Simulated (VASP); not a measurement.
# MgB2 (P6/mmm) in VASP: notebook

The runs below take MgB2 through single point, with r2SCAN.

Program: VASP 6.6.1. These are calculated values, not measurements. Logs are shortened: lines on timing, memory, paths and dates and some standing lists are left out, and cuts for length are marked.

**1. The cell of the first run**

It takes space group P6/mmm (No. 191, hexagonal). Conventional cell: a = 3.036 Å, b = 3.036 Å, c = 3.452 Å, α = 90.00°, β = 90.00°, γ = 120.00°. Mg (site symmetry 6/mmm) has 12 B at 2.46 Å and 6 Mg at 3.04 Å within 3.2 Å. Within 2.3 Å of B (site symmetry -6m2) lie 3 B at 1.75 Å.

**2. Single point, r2SCAN**

The input, POSCAR:

```
MgB2
1.0
    3.0364562238      0.0000000000      0.0000000000
   -1.5182281119      2.6296482273      0.0000000000
    0.0000000000      0.0000000000      3.4519174224
Mg B
1 2
Direct
    0.0000000000      0.0000000000      0.0000000000
    0.3333333333      0.6666666667      0.5000000000
    0.6666666667      0.3333333333      0.5000000000
```

The input, INCAR.step1:

```
SYSTEM = MgB2
ALGO = Normal
EDIFF = 1E-5
ENCUT = 660
GGA = PE
GGA_COMPAT = .FALSE.
ISMEAR = -1
LASPH = .TRUE.
LCHARG = .FALSE.
LREAL = .FALSE.
LWAVE = .TRUE.
NBANDS = 15
NELM = 120
PREC = Accurate
SIGMA = 0.1
```

The input, INCAR.step2:

```
SYSTEM = MgB2
ALGO = Normal
EDIFF = 1E-6
ENCUT = 660
GGA_COMPAT = .FALSE.
ISIF = 2
ISMEAR = -1
ISTART = 1
LASPH = .TRUE.
LCHARG = .TRUE.
LELF = .TRUE.
LMIXTAU = .TRUE.
LREAL = .FALSE.
LVHAR = .TRUE.
LWAVE = .FALSE.
METAGGA = R2SCAN
NBANDS = 15
NELM = 120
PREC = Accurate
SIGMA = 0.1
```

The input, KPOINTS:

```
k-points
0
G
  15 15 12
  0 0 0
```

Potentials or basis: VASP PAW PBE potentials, release 64 (Mg_sv, B).

Run with:

```console
$ cat potpaw_PBE.64/Mg_sv/POTCAR potpaw_PBE.64/B/POTCAR > POTCAR
$ cp INCAR.step1 INCAR
$ mpirun -np 1 vasp_std > vasp.out
$ cp INCAR.step2 INCAR
$ mpirun -np 1 vasp_std > vasp.out
```

OUTCAR:

```text
SYSTEM = MgB2
   EDIFF = 1E-6
   ENCUT = 660
   ISIF = 2
   ISMEAR = -1
   ISTART = 1
   LASPH = .TRUE.
   LREAL = .FALSE.
   METAGGA = R2SCAN
   NELM = 120
   PREC = Accurate

 ion  position               nearest neighbor table
   1  0.000  0.000  0.000-
   2  0.333  0.667  0.500-   3 1.75   3 1.75   3 1.75
   3  0.667  0.333  0.500-   2 1.75   2 1.75   2 1.75

  LATTYP: Found a hexagonal cell.
 ALAT       =     3.0364562238
 C/A-ratio  =     1.1368243663

  Lattice vectors:

 A1 = (   3.0364562238,   0.0000000000,   0.0000000000)
 A2 = (  -1.5182281119,   2.6296482273,   0.0000000000)
 A3 = (   0.0000000000,   0.0000000000,   3.4519174224)

Analysis of symmetry for initial positions (statically):
=====================================================================
 Subroutine PRICEL returns:
 Original cell was already a primitive cell.

 Routine SETGRP: Setting up the symmetry group for a
 hexagonal supercell.

 Subroutine GETGRP returns: Found 24 space group operations
 (whereof 24 operations were pure point group operations)
 out of a pool of 24 trial point group operations.

The static configuration has the point symmetry D_6h.

Analysis of symmetry for dynamics (positions and initial velocities):
=====================================================================
 Subroutine PRICEL returns:
 Original cell was already a primitive cell.

 Routine SETGRP: Setting up the symmetry group for a
 hexagonal supercell.

 Subroutine GETGRP returns: Found 24 space group operations
 (whereof 24 operations were pure point group operations)
 out of a pool of 24 trial point group operations.

The dynamic configuration has the point symmetry D_6h.

 Subroutine INISYM returns: Found 24 space group operations
 (whereof 24 operations are pure point group operations),
 and found     1 'primitive' translations

----------------------------------------------------------------------------------------

                                     Primitive cell

  volume of cell :      27.5629

  direct lattice vectors                    reciprocal lattice vectors
     3.036456224  0.000000000  0.000000000     0.329331275  0.190139500  0.000000000
    -1.518228112  2.629648227  0.000000000     0.000000000  0.380279001  0.000000000
     0.000000000  0.000000000  3.451917422     0.000000000  0.000000000  0.289694068

  length of vectors
     3.036456224  3.036456224  3.451917422     0.380279001  0.380279001  0.289694068

  position of ions in fractional coordinates (direct lattice)
     0.000000000  0.000000000  0.000000000
     0.333333333  0.666666667  0.500000000
     0.666666667  0.333333333  0.500000000

  ion indices of the primitive-cell ions
   primitive index   ion index
                 1           1
                 2           2
                 3           3

----------------------------------------------------------------------------------------

 KPOINTS: k-points

Automatic generation of k-mesh.
 Grid dimensions read from file:
 generate k-points for:   15   15   12

 Generating k-lattice:

  Cartesian coordinates                     Fractional coordinates (reciprocal lattice)
     0.021955418  0.012675967  0.000000000     0.066666667  0.000000000  0.000000000
     0.000000000  0.025351933  0.000000000     0.000000000  0.066666667  0.000000000
     0.000000000  0.000000000  0.024141172     0.000000000  0.000000000  0.083333333

  Length of vectors
     0.025351933  0.025351933  0.024141172

  Shift w.r.t. Gamma in fractional coordinates (k-lattice)
     0.000000000  0.000000000  0.000000000

 Subroutine IBZKPT returns following result:
 ===========================================

 Found    189 irreducible k-points:

 Following reciprocal coordinates:
            Coordinates               Weight
  0.000000  0.000000  0.000000      1.000000
  0.066667  0.000000  0.000000      6.000000
  0.133333  0.000000  0.000000      6.000000
  0.200000  0.000000  0.000000      6.000000
  0.266667  0.000000  0.000000      6.000000
  0.333333  0.000000  0.000000      6.000000
[... 16 lines left out ...]
  0.333333  0.200000  0.000000     12.000000
  0.400000  0.200000  0.000000      6.000000
 [... further k-points ...]
   k-points           NKPTS =    189   k-points in BZ     NKDIM =    189   number of bands    NBANDS=     15
   number of dos      NEDOS =    301   number of ions     NIONS =      3
   total plane-waves  NPLWV =  23520
   dimension x,y,z NGX =    28 NGY =   28 NGZ =   30
   dimension x,y,z NGXF=    56 NGYF=   56 NGZF=   60
   ions per type =               1   2
   NGX,Y,Z   is equivalent  to a cutoff of  15.33, 15.33, 14.45 a.u.
   NGXF,Y,Z  is equivalent  to a cutoff of  30.66, 30.66, 28.90 a.u.
 SYSTEM =  MgB2
   PREC   = accura    normal or accurate (medium, high low for compatibility)
   ISTART =      1    job   : 0-new  1-cont  2-samecut
   ICHARG =      0    charge: 1-file 2-atom 10-const
   ISPIN  =      1    spin polarized calculation?
   LNONCOLLINEAR =      F non collinear calculations
   LSORBIT =      F    spin-orbit coupling
   LASPH  =      T    aspherical Exc in radial PAW
   ENCUT  =  660.0 eV  48.51 Ry    6.96 a.u.   6.36  6.36  7.23*2*pi/ulx,y,z
   NELM   =    120;   NELMIN=  2; NELMDL=  0     # of ELM steps
   EDIFF  = 0.1E-05   stopping-criterion for ELM
   LREAL  =      F    real-space projection
   EDIFFG = 0.1E-04   stopping-criterion for IOM
   NSW    =      0    number of steps for IOM
   IBRION =     -1    ionic relax: 0-MD 1-quasi-New 2-CG
   NFREE  =      0    steps in history (QN), initial steepest desc. (CG)
   ISIF   =      2    stress and relaxation
   ISYM   =      2    0-nonsym 1-usesym 2-fastsym
   POTIM  = 0.5000    time-step for ionic-motion
   TEBEG  =    0.0;   TEEND  =   0.0 temperature during run
   PSTRESS=    0.0 pullay stress
   NELECT =      16.0000    total number of electrons
   NUPDOWN=      -1.0000    fix difference up-down
   EMIN   =  10.00;   EMAX   =-10.00  energy-range for DOS
   EFERMI =   0.00;   METHOD = LEGACY
   ISMEAR =    -1;   SIGMA  =   0.10  broadening in eV -4-tet -1-fermi 0-gaus
   EFERMI_NEDOS =   21; number of points for ismear=-14 and -15
   IALGO  =     38    algorithm
   IMIX   =      4    mixing-type and parameters
     AMIX     =   0.40;   BMIX     =  1.00
     AMIX_MAG =   1.60;   BMIX_MAG =  1.00
  volume/ion in A,a.u.               =       9.19        62.00
  Fermi-wavevector in a.u.,A,eV,Ry     =   1.365651  2.580707 25.374910  1.865003
  Thomas-Fermi vector in A             =   2.491861
   LORBIT       =      0    0 simple, 1 ext, 2 COOP (PROOUT), +10 PAW based schemes
   METAGGA = R2SCAN    functional components
   LHFCALC =     F    Hartree Fock is set to
   AEXX    =    0.0000 exact exchange contribution
   IVDW    =     0    specifies the selected vdW correction
   LEPSILON=     F    determine dielectric tensor
   LRPA    =     F    only Hartree local field effects (RPA)
 non-spin polarized calculation
  energy-cutoff  :      660.00
  volume of cell :       27.56
 maximum number of plane-waves:      1095
 NGX is ok and might be reduce to    28
   NGX = 13   NGY = 13   NGZ = 15

 number of electron      15.9999990 magnetization

 Free energy of the ion-electron system (eV)
  ---------------------------------------------------
  ext. energy  EPLUGINS =         0.00000000
  ---------------------------------------------------
  free energy    TOTEN  =       -19.42190354 eV

  energy without entropy =      -19.40106851  energy(sigma->0) =      -19.41148603

 E-fermi :   5.4652     XC(G=0): -12.0510

 val. band max:        5.4469200893   @ k =   0.2667   0.2667   0.0833
 cond. band min:       5.4667337145   @ k =   0.4000   0.0000   0.5000
 fundamental gap:      0.0198136253
 Fermi energy:         5.4651994240

 k-point     1 :       0.0000    0.0000    0.0000
  band No.  band energies     occupation
      1     -72.6462      2.00000
      2     -37.7589      2.00000
      3     -37.7589      2.00000
      4     -37.7464      2.00000
      5      -8.0700      2.00000
      6       2.2822      2.00000
      7       5.8590      0.03823
      8       5.8590      0.03823
      9       7.6737      0.00000
     10      12.2691      0.00000
     11      12.2691      0.00000
     12      14.4390      0.00000
     13      16.7014      0.00000
     14      19.8908      0.00000
     15      23.2803      0.00000

 k-point     2 :       0.0667    0.0000    0.0000
  band No.  band energies     occupation
      1     -72.6461      2.00000
      2     -37.7607      2.00000
      3     -37.7590      2.00000
      4     -37.7460      2.00000
      5      -7.9859      2.00000
      6       2.3636      2.00000
      7       5.4138      1.25155
      8       5.6491      0.27439
      9       7.7396      0.00000
     10      12.2740      0.00000
     11      12.6531      0.00000
     12      14.6235      0.00000
     13      16.3653      0.00000
     14      20.2829      0.00000
     15      22.9119      0.00000

 k-point     3 :       0.1333    0.0000    0.0000
  band No.  band energies     occupation
      1     -72.6456      2.00000
      2     -37.7665      2.00000
      3     -37.7604      2.00000
      4     -37.7450      2.00000
      5      -7.7344      2.00000
      6       2.6067      2.00000
      7       4.3013      1.99998
      8       5.1441      1.92246
      9       7.9494      0.00000
     10      12.1120      0.00000
     11      13.6760      0.00000
     12      15.1632      0.00000
     13      15.4458      0.00000
     14      21.3393      0.00000
     15      22.1417      0.00000
[... 343 lines left out ...]
 k-point    23 :       0.3333    0.2000    0.0000
  band No.  band energies     occupation
      1     -72.6420      2.00000
      2     -37.7991      2.00000
      3     -37.7789      2.00000
      4     -37.7381      2.00000
      5      -4.1318      2.00000
      6      -1.7329      2.00000
      7       0.7529      2.00000
      8       5.8855      0.02946
      9       9.0000      0.00000
     10      11.2565      0.00000
     11      12.5663      0.00000
     12      14.9966      0.00000
     13      16.2748      0.00000
     14      18.8819      0.00000
     15      19.6214      0.00000

 k-point    24 :       0.4000    0.2000    0.0000
  band No.  band energies     occupation
      1     -72.6418      2.00000
      2     -37.7999      2.00000
      3     -37.7799      2.00000
      4     -37.7378      2.00000
      5      -3.3835      2.00000
      6      -2.5834      2.00000
      7       0.6496      2.00000
      8       6.3067      0.00044
      9       8.4832      0.00000
     10      11.8975      0.00000
     11      12.0183      0.00000
     12      14.9697      0.00000
     13      16.1156      0.00000
     14      18.9290      0.00000
     15      20.6776      0.00000

 [... further k-points ...]

------------------------ aborting loop because EDIFF is reached ----------------------------------------

  FORCE on cell =-STRESS in cart. coord.  units (eV):
  Direction    XX          YY          ZZ          XY          YZ          ZX
  --------------------------------------------------------------------------------------
  -------------------------------------------------------------------------------------
  Total        1.0653232      1.0653232      1.0969192      0.0000000      0.0000000     -0.0000000
  in kB       61.9251240     61.9251240     63.7617346      0.0000000      0.0000000     -0.0000000
  external PRESSURE =      62.5373275 kB  Pullay stress =       0.0000000 kB

 VOLUME and BASIS-vectors are now :
 -----------------------------------------------------------------------------
  energy-cutoff  :      660.00
  volume of cell :       27.56
      direct lattice vectors                 reciprocal lattice vectors
     3.036456224  0.000000000  0.000000000     0.329331275  0.190139500  0.000000000
    -1.518228112  2.629648227  0.000000000     0.000000000  0.380279001  0.000000000
     0.000000000  0.000000000  3.451917422     0.000000000  0.000000000  0.289694068

 POSITION                                       TOTAL-FORCE (eV/Angst)
 -----------------------------------------------------------------------------------
      0.00000      0.00000      0.00000        -0.000000      0.000000     -0.000000
     -0.00000      1.75310      1.72596         0.000000     -0.000000     -0.000000
      1.51823      0.87655      1.72596         0.000000      0.000000      0.000000
 -----------------------------------------------------------------------------------
    total drift:                               -0.000000      0.000000      0.000000

  FREE ENERGIE OF THE ION-ELECTRON SYSTEM (eV)
  ---------------------------------------------------
  free  energy   TOTEN  =       -19.4219035392 eV

  energy  without entropy=      -19.4010685148  energy(sigma->0) =      -19.41148603
```

It took 4.2 min on 1 thread of Intel Xeon Platinum 8488C (Sapphire Rapids), shared host; peak memory 0.24 GiB.

Results:

```
Free energy            : -19.4219 eV
Pressure               : 6.3 GPa
Band gap on the k mesh : zero (bands 8 and 9 overlap by 4.14 eV)
```

Stress tensor (GPa, compression positive):
```
6.19 0.00 0.00
0.00 6.19 0.00
0.00 0.00 6.38
```

Caveat: the cell stands under pressure; the PAW data sets were made with another functional, which shifts forces and pressure a little.

(Part 1 of 2 ends here.)
